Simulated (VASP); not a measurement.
# Al (Fm-3m) in VASP: elastic constants with PBE+D3(BJ)

Aim: the elastic constants of Al with PBE+D3(BJ).

Everything below comes from runs of VASP 6.6.1. Logs are shortened: lines on timing, memory, paths and dates and some standing lists are left out, and cuts for length are marked.

### Step 1. The cell of the first run

It takes space group Fm-3m (No. 225, cubic). Conventional cell: a = 3.893 Å, b = 3.893 Å, c = 3.893 Å, α = 90.00°, β = 90.00°, γ = 90.00°. Within 3.6 Å of Al (site symmetry m-3m) lie 12 Al at 2.75 Å.

### Step 2. Elastic constants, PBE+D3(BJ)

Input file INCAR:

```
ALGO = Normal
EDIFF = 1E-8
ENCUT = 600
GGA = PE
IBRION = 6
ISIF = 3
ISMEAR = -1
IVDW = 12
LASPH = T
LCHARG = F
LREAL = F
LWAVE = F
NBANDS = 8
NELM = 60
NFREE = 2
NSW = 1
POTIM = 0.015
PREC = Accurate
SIGMA = 0.15
```

Input file KPOINTS:

```
k-points
0
Gamma
  20 20 20
```

Input file POSCAR:

```
Al
1.0
    0.0000000000      1.9464910326      1.9464910326
    1.9464910326      0.0000000000      1.9464910326
    1.9464910326      1.9464910326      0.0000000000
Al
1
Direct
    0.0000000000      0.0000000000      0.0000000000
```

Potentials or basis: VASP PAW PBE potentials, release 64 (Al).

The run is started by

```
> cat potpaw_PBE.64/Al/POTCAR > POTCAR
> mpirun -np 1 vasp_std > vasp.out
```

OUTCAR:

```text
EDIFF = 1E-8
   ENCUT = 600
   GGA = PE
   IBRION = 6
   ISIF = 3
   ISMEAR = -1
   IVDW = 12
   LASPH = T
   LREAL = F
   NELM = 60
   NFREE = 2
   NSW = 1
   POTIM = 0.015
   PREC = Accurate
 IVDW          = 12

 ion  position               nearest neighbor table
   1  0.000  0.000  0.000-

  LATTYP: Found a face centered cubic cell.
 ALAT       =     3.8929820652

  Lattice vectors:

 A1 = (   0.0000000000,   1.9464910326,   1.9464910326)
 A2 = (   1.9464910326,   0.0000000000,   1.9464910326)
 A3 = (   1.9464910326,   1.9464910326,   0.0000000000)

Analysis of symmetry for initial positions (statically):
=====================================================================
 Subroutine PRICEL returns:
 Original cell was already a primitive cell.

 Routine SETGRP: Setting up the symmetry group for a
 face centered cubic supercell.

 Subroutine GETGRP returns: Found 48 space group operations
 (whereof 48 operations were pure point group operations)
 out of a pool of 48 trial point group operations.

The static configuration has the point symmetry O_h .

Analysis of symmetry for dynamics (positions and initial velocities):
=====================================================================
 Subroutine PRICEL returns:
 Original cell was already a primitive cell.

 Routine SETGRP: Setting up the symmetry group for a
 face centered cubic supercell.

 Subroutine GETGRP returns: Found 48 space group operations
 (whereof 48 operations were pure point group operations)
 out of a pool of 48 trial point group operations.

The dynamic configuration has the point symmetry O_h .

 Subroutine INISYM returns: Found 48 space group operations
 (whereof 48 operations are pure point group operations),
 and found     1 'primitive' translations

----------------------------------------------------------------------------------------

                                     Primitive cell

  volume of cell :      14.7498

  direct lattice vectors                    reciprocal lattice vectors
     0.000000000  1.946491033  1.946491033    -0.256872491  0.256872491  0.256872491
     1.946491033  0.000000000  1.946491033     0.256872491 -0.256872491  0.256872491
     1.946491033  1.946491033  0.000000000     0.256872491  0.256872491 -0.256872491

  length of vectors
     2.752754017  2.752754017  2.752754017     0.444916205  0.444916205  0.444916205

  position of ions in fractional coordinates (direct lattice)
     0.000000000  0.000000000  0.000000000

  ion indices of the primitive-cell ions
   primitive index   ion index
                 1           1

----------------------------------------------------------------------------------------

 KPOINTS: k-points

Automatic generation of k-mesh.
 Grid dimensions read from file:
 generate k-points for:   20   20   20

 Generating k-lattice:

  Cartesian coordinates                     Fractional coordinates (reciprocal lattice)
    -0.012843625  0.012843625  0.012843625     0.050000000  0.000000000  0.000000000
     0.012843625 -0.012843625  0.012843625     0.000000000  0.050000000  0.000000000
     0.012843625  0.012843625 -0.012843625     0.000000000  0.000000000  0.050000000

  Length of vectors
     0.022245810  0.022245810  0.022245810

  Shift w.r.t. Gamma in fractional coordinates (k-lattice)
     0.000000000  0.000000000  0.000000000

 Subroutine IBZKPT returns following result:
 ===========================================

 Found    256 irreducible k-points:

 Following reciprocal coordinates:
            Coordinates               Weight
  0.000000  0.000000  0.000000      1.000000
  0.050000  0.000000  0.000000      8.000000
  0.100000  0.000000  0.000000      8.000000
  0.150000  0.000000  0.000000      8.000000
  0.200000  0.000000  0.000000      8.000000
  0.250000  0.000000  0.000000      8.000000
[... 16 lines left out ...]
 -0.400000  0.050000  0.000000     24.000000
 -0.350000  0.050000  0.000000     24.000000
 [... further k-points ...]
   k-points           NKPTS =    256   k-points in BZ     NKDIM =    256   number of bands    NBANDS=      8
   number of dos      NEDOS =    301   number of ions     NIONS =      1
   total plane-waves  NPLWV =  13824
   dimension x,y,z NGX =    24 NGY =   24 NGZ =   24
   dimension x,y,z NGXF=    48 NGYF=   48 NGZF=   48
   ions per type =               1
   NGX,Y,Z   is equivalent  to a cutoff of  14.49, 14.49, 14.49 a.u.
   NGXF,Y,Z  is equivalent  to a cutoff of  28.99, 28.99, 28.99 a.u.
 SYSTEM =  unknown system
   PREC   = accura    normal or accurate (medium, high low for compatibility)
   ISTART =      0    job   : 0-new  1-cont  2-samecut
   ICHARG =      2    charge: 1-file 2-atom 10-const
   ISPIN  =      1    spin polarized calculation?
   LNONCOLLINEAR =      F non collinear calculations
   LSORBIT =      F    spin-orbit coupling
   LASPH  =      T    aspherical Exc in radial PAW
   ENCUT  =  600.0 eV  44.10 Ry    6.64 a.u.   5.50  5.50  5.50*2*pi/ulx,y,z
   NELM   =     60;   NELMIN=  2; NELMDL= -5     # of ELM steps
   EDIFF  = 0.1E-07   stopping-criterion for ELM
   LREAL  =      F    real-space projection
   EDIFFG = 0.1E-06   stopping-criterion for IOM
   NSW    =     49    number of steps for IOM
   IBRION =      6    ionic relax: 0-MD 1-quasi-New 2-CG
   NFREE  =      2    steps in history (QN), initial steepest desc. (CG)
   ISIF   =      3    stress and relaxation
   ISYM   =      2    0-nonsym 1-usesym 2-fastsym
   POTIM  = 0.0150    time-step for ionic-motion
   TEBEG  =    0.0;   TEEND  =   0.0 temperature during run
   PSTRESS=    0.0 pullay stress
   NELECT =       3.0000    total number of electrons
   NUPDOWN=      -1.0000    fix difference up-down
   EMIN   =  10.00;   EMAX   =-10.00  energy-range for DOS
   EFERMI =   0.00;   METHOD = LEGACY
   ISMEAR =    -1;   SIGMA  =   0.15  broadening in eV -4-tet -1-fermi 0-gaus
   EFERMI_NEDOS =   21; number of points for ismear=-14 and -15
   IALGO  =     38    algorithm
   IMIX   =      4    mixing-type and parameters
     AMIX     =   0.40;   BMIX     =  1.00
     AMIX_MAG =   1.60;   BMIX_MAG =  1.00
  volume/ion in A,a.u.               =      14.75        99.54
  Fermi-wavevector in a.u.,A,eV,Ry     =   0.962763  1.819359 12.611418  0.926913
  Thomas-Fermi vector in A             =   2.092250
   LORBIT       =      0    0 simple, 1 ext, 2 COOP (PROOUT), +10 PAW based schemes
   GGA     = PE    functional components
   LHFCALC =     F    Hartree Fock is set to
   AEXX    =    0.0000 exact exchange contribution
   IVDW    =    12    specifies the selected vdW correction
   LEPSILON=     F    determine dielectric tensor
   LRPA    =     F    only Hartree local field effects (RPA)
 finite differences with symmetry
 non-spin polarized calculation
  energy-cutoff  :      600.00
  volume of cell :       14.75
 maximum number of plane-waves:       531
 NGX is ok and might be reduce to    24
   NGX = 11   NGY = 11   NGZ = 11

--------------------------------------- Ionic step        1  -------------------------------------------

 number of electron       3.0000000 magnetization

 Free energy of the ion-electron system (eV)
  ---------------------------------------------------
  ext. energy  EPLUGINS =         0.00000000
  ---------------------------------------------------
  free energy    TOTEN  =        -3.70529795 eV

  energy without entropy =       -3.67813034  energy(sigma->0) =       -3.69171414

------------------------ aborting loop because EDIFF is reached ----------------------------------------

 Edisp (eV)   -0.37798

 E8    (eV) :    -0.1693
[... 102 lines left out ...]
  FREE ENERGIE OF THE ION-ELECTRON SYSTEM (eV)
  ---------------------------------------------------
  free  energy   TOTEN  =        -4.0718800069 eV

  energy  without entropy=       -4.0453293412  energy(sigma->0) =       -4.05860467

[... ionic steps 4 to 12 ...]

--------------------------------------- Ionic step       13  -------------------------------------------

 number of electron       3.0000000 magnetization

------------------------ aborting loop because EDIFF is reached ----------------------------------------
[... 73 lines left out ...]
--------------------------------------- Ionic step       15  -------------------------------------------

 number of electron       3.0000000 magnetization

 Free energy of the ion-electron system (eV)
  ---------------------------------------------------
  ext. energy  EPLUGINS =         0.00000000
  ---------------------------------------------------
  free energy    TOTEN  =        -3.70529796 eV

  energy without entropy =       -3.67813035  energy(sigma->0) =       -3.69171416

 E-fermi :   9.2372     XC(G=0): -10.6093

 val. band max:        9.2214128030   @ k =  -0.4500   0.4500   0.1000
 cond. band min:       9.2602875331   @ k =  -0.3000   0.2500   0.0000
 fundamental gap:      0.0388747301
 Fermi energy:         9.2372394133

 k-point     1 :       0.0000    0.0000    0.0000
  band No.  band energies     occupation
      1      -2.7114      2.00000
      2      22.4809      0.00000
      3      22.4809      0.00000
      4      22.4809      0.00000
      5      24.8648      0.00000
      6      24.8648      0.00000
      7      24.8648      0.00000
      8      26.5236      0.00000
[... 243 lines left out ...]
 k-point    24 :      -0.3500    0.0500    0.0000
  band No.  band energies     occupation
      1       1.2286      2.00000
      2       8.6445      1.96228
      3      19.2526      0.00000
      4      21.7672      0.00000
      5      22.2955      0.00000
      6      23.5314      0.00000
      7      25.2627      0.00000
      8      28.0709      0.00000

 [... further k-points ...]

------------------------ aborting loop because EDIFF is reached ----------------------------------------

 Edisp (eV)   -0.37798

 E8    (eV) :    -0.1693
[... 24 lines left out ...]
  FREE ENERGIE OF THE ION-ELECTRON SYSTEM (eV)
  ---------------------------------------------------
  free  energy   TOTEN  =        -4.0832784412 eV

  energy  without entropy=       -4.0561108261  energy(sigma->0) =       -4.06969463

 INTERNAL STRAIN TENSORS FROM STRAINED CELLS
 ============================================

 INTERNAL STRAIN TENSOR FOR ION    1 for displacements in x,y,z  (eV/Angst):
          X           Y           Z          XY          YZ          ZX
  --------------------------------------------------------------------------------
  x     0.00000    -0.00000     0.00000     0.00000    -0.00000    -0.00000
  y     0.00000    -0.00000     0.00000     0.00000     0.00000     0.00000
  z    -0.00000     0.00000     0.00000     0.00000     0.00000     0.00000

 INTERNAL STRAIN TENSORS FROM DISPLACED ATOMS
 ============================================

 INTERNAL STRAIN TENSOR FOR ION    1 for displacements in x,y,z  (eV/Angst):
          X           Y           Z          XY          YZ          ZX
  --------------------------------------------------------------------------------
  x     0.00000     0.00000     0.00000     0.00000     0.00000     0.00000
  y     0.00000     0.00000     0.00000     0.00000     0.00000     0.00000
  z     0.00000     0.00000     0.00000     0.00000     0.00000     0.00000

 Eigenvectors and eigenvalues of the dynamical matrix
 ----------------------------------------------------

   1 f  =    0.000000 THz     0.000000 2PiTHz    0.000000 cm-1     0.000000 meV
             X         Y         Z           dx          dy          dz
      0.000000  0.000000  0.000000     1.000000    0.000000    0.000000

   2 f  =    0.000000 THz     0.000000 2PiTHz    0.000000 cm-1     0.000000 meV
             X         Y         Z           dx          dy          dz
      0.000000  0.000000  0.000000     0.000000    1.000000    0.000000

   3 f  =    0.000000 THz     0.000000 2PiTHz    0.000000 cm-1     0.000000 meV
             X         Y         Z           dx          dy          dz
      0.000000  0.000000  0.000000     0.000000    0.000000    1.000000

--------------------------------------------------------------------------------------------------------

 ELASTIC MODULI CONTR FROM IONIC RELAXATION (kBar)
 Direction    XX          YY          ZZ          XY          YZ          ZX
 --------------------------------------------------------------------------------
 XX           0.0000      0.0000      0.0000      0.0000      0.0000      0.0000
 YY           0.0000      0.0000      0.0000      0.0000      0.0000      0.0000
 ZZ           0.0000      0.0000      0.0000      0.0000      0.0000      0.0000
 XY           0.0000      0.0000      0.0000      0.0000      0.0000      0.0000
 YZ           0.0000      0.0000      0.0000      0.0000      0.0000      0.0000
 ZX           0.0000      0.0000      0.0000      0.0000      0.0000      0.0000
 --------------------------------------------------------------------------------

 TOTAL ELASTIC MODULI (kBar)
 Direction    XX          YY          ZZ          XY          YZ          ZX
 --------------------------------------------------------------------------------
 XX        1606.8646    844.7155    844.7155      0.0000     -0.0000     -0.0000
 YY         844.7155   1606.8646    844.7155     -0.0000      0.0000      0.0000
 ZZ         844.7155    844.7155   1606.8646     -0.0000     -0.0000      0.0000
 XY           0.0000     -0.0000     -0.0000    621.5515      0.0000      0.0000
 YZ          -0.0000      0.0000     -0.0000      0.0000    621.5515     -0.0000
 ZX          -0.0000      0.0000      0.0000      0.0000     -0.0000    621.5515
 --------------------------------------------------------------------------------
```

Run time: 11 min. Hardware: 1 thread of Intel Xeon Platinum 8488C (Sapphire Rapids), shared host; peak memory 0.56 GiB.

What came out:

| Quantity | Value |
| --- | --- |
| Elastic constants C11, C12, C44 | 161, 84, 62 GPa |
| Voigt bulk modulus | 110 GPa |
| Dispersion energy per atom | -0.378 eV |

Elastic tensor in Voigt notation (GPa, in the Cartesian axes of the cell as first typed):
```
161  84  84   0   0   0
 84 161  84   0   0   0
 84  84 161   0   0   0
  0   0   0  62   0   0
  0   0   0   0  62   0
  0   0   0   0   0  62
```

Clamped-ion elastic tensor (GPa):
```
161  84  84   0   0   0
 84 161  84   0   0   0
 84  84 161   0   0   0
  0   0   0  62   0   0
  0   0   0   0  62   0
  0   0   0   0   0  62
```

Caveat: the cell is under stress, which shifts elastic constants.
